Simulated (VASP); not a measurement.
The system is FeNi.

```
Fe Ni
1.0
     2.53300    0.00000    0.00000
     0.00000    2.53300    0.00000
     0.00000    0.00000    3.58200
Fe Ni
1 1
Direct
  0.00000 0.00000 0.00000
  0.50000 0.50000 0.50000
```

| Item | Value |
| --- | --- |
| Program | VASP 6.6.1 |
| Task | relaxation of cell and atoms |
| Functional | PBEsol |
| Dispersion | D3(BJ) |
| Potentials or basis | VASP PAW PBE potentials, release 64 (Fe, Ni) |
| Cutoff | 600 eV |
| k mesh | 13 × 13 × 9 |
| Occupations | fermi-dirac, width 0.1 eV |
| Spin | collinear spin, ferrimagnetic start |
| Starting moments | [3.5, -1.5] μB |

At the start: pressure -16.7 GPa; volume 11.49 Å³/atom.

Problem. Where does the relaxation end?

Solution. Over 6 steps the energy falls by 58.5 meV/atom and the volume is 10.46 Å³/atom (-8.9 %); space group P4/mmm (No. 123, to 0.1 Å) before and after; moment 3.08 μB per cell.

The path:
```tsv
step	energy change (eV)	largest force (eV/Å)	pressure (GPa)	volume (Å³)
1	0.0000	0.0000	-16.72	22.98
2	0.0018	0.0000	23.66	19.22
3	-0.1158	0.0000	-0.29	20.98
4	-0.1159	0.0000	0.12	20.94
5	-0.1167	0.0000	0.11	20.93
6	-0.1170	0.0000	0.11	20.93
```

Final structure:
```
CELL_PARAMETERS angstrom
2.44337 0.00000 0.00000
0.00000 2.44337 0.00000
0.00000 0.00000 3.50525
ATOMIC_POSITIONS crystal
Fe 0.00000 0.00000 0.00000
Ni 0.50000 0.50000 0.50000
```

Caveat: the PAW data sets were made with another functional, which shifts forces and pressure a little.
